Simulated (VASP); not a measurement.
CsSnI3, 5 atoms in the cell. Symmetry: P4/mmm, No. 123, tetragonal system. The conventional cell has a = 6.206 Å, b = 6.206 Å, c = 5.957 Å, α = 90.00°, β = 90.00°, γ = 90.00°. Within 5.6 Å of Cs (site symmetry 4/mmm) lie 12 I at 4.30 to 4.39 Å and 8 Sn at 5.30 Å. Within 3.9 Å of Sn (site symmetry 4/mmm) lie 6 I at 2.98 to 3.10 Å. I (site symmetry mmm) has 2 Sn at 3.10 Å within 4.1 Å. Within 3.9 Å of I (site symmetry 4/mmm) lie 2 Sn at 2.98 Å.  This cell differs from its parent crystal: strain +0.000 along x and y, -0.040 along z.

- Program: VASP 6.6.1
- Task: single point
- Functional: PBEsol
- Potentials or basis: VASP PAW PBE potentials, release 64 (Cs_sv, Sn_d, I)
- Cutoff: 520 eV
- k mesh: 6 × 6 × 6
- Occupations: gaussian, width 0.03 eV
- Spin: no spin polarisation
- Dipole correction: no
- Further INCAR settings: ALGO = Normal; EDIFF = 1e-07; NBANDS = 30

Potentials or basis: VASP PAW PBE potentials, release 64 (Cs_sv, Sn_d, I).

Command:

```sh
$ cat potpaw_PBE.64/Cs_sv/POTCAR potpaw_PBE.64/Sn_d/POTCAR potpaw_PBE.64/I/POTCAR > POTCAR
$ mpirun -np 1 vasp_std > vasp.out
```

Hardware: 1 thread of Intel(R) Xeon(R) Platinum 8488C (Sapphire Rapids), on a shared host.

**Question.** Estimate the wall time of this run.

**Answer.** Wall time 4.1 min on 1 thread of Intel(R) Xeon(R) Platinum 8488C (Sapphire Rapids), on a shared host, peak memory 0.49 GiB. Counts: scf iterations 15, k points 40.
